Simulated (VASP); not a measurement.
Wanted: the native input for a VASP 6.6.1 run.

```
Task                   : single point
Functional             : PBE
Potentials or basis    : VASP PAW PBE potentials, release 64 (Ga_d, Sb, Bi_d, S)
Cutoff                 : 500 eV
k mesh                 : 3 × 3 × 3
Occupations            : gaussian, width 0.1 eV
Spin                   : no spin polarisation
Dipole correction      : no
Further INCAR settings : ALGO = Normal; EDIFF = 1e-06; NBANDS = 41
```

The structure of GaBi2Sb3S lies in POSCAR:

```
GaBi2Sb3S
1.0
    3.6116035969      2.0851603089      4.7000534678
   -3.6116035969      2.0851603089      4.7000534678
    0.0000000000     -4.1703206178      4.7000534678
Ga Sb Bi S
1 3 2 1
Direct
    0.3025393915      0.3025393915      0.3025393915
    0.8302516811      0.2762182457      0.8302516811
    0.2762182457      0.8302516811      0.8302516811
    0.8302516811      0.8302516811      0.2762182457
    0.7887725667      0.7887725667      0.7887725667
    0.5047689413      0.5047689413      0.5047689413
    0.1418567327      0.1418567327      0.1418567327
```

These files were run (other wordings do the same):

INCAR

```
PREC = Accurate ; ENCUT = 500
EDIFF = 1E-6 ; ISMEAR = 0
SIGMA = 0.1 ; LREAL = F
LASPH = T ; NELM = 120
ALGO = Normal ; ISIF = 2
LWAVE = F ; LCHARG = F
GGA = PE ; NBANDS = 41
GGA_COMPAT = F
```

KPOINTS

```
regular mesh
0
Gamma
  3 3 3
```

Potentials or basis: VASP PAW PBE potentials, release 64 (Ga_d, Sb, Bi_d, S).

Command:

```bash
$ cat potpaw_PBE.64/Ga_d/POTCAR potpaw_PBE.64/Sb/POTCAR potpaw_PBE.64/Bi_d/POTCAR potpaw_PBE.64/S/POTCAR > POTCAR
$ mpirun -np 1 vasp_std > vasp.out
```

It gave:

```yaml
Pressure: 0.0 GPa
Largest_force: 0.022 eV/Å
Band_gap_on_the_k_mesh: zero (band 32 reaches 6.22 eV, above the bottom of band 33 at 5.54 eV)
```

Caveat: the k points lie up to 0.37 Å⁻¹ apart; spin-orbit coupling is left out, which moves the levels of the heavy elements.

Wall time 31 s on 1 thread of AMD EPYC 9R45 (Zen 5) (shared host), peak memory 0.31 GiB.
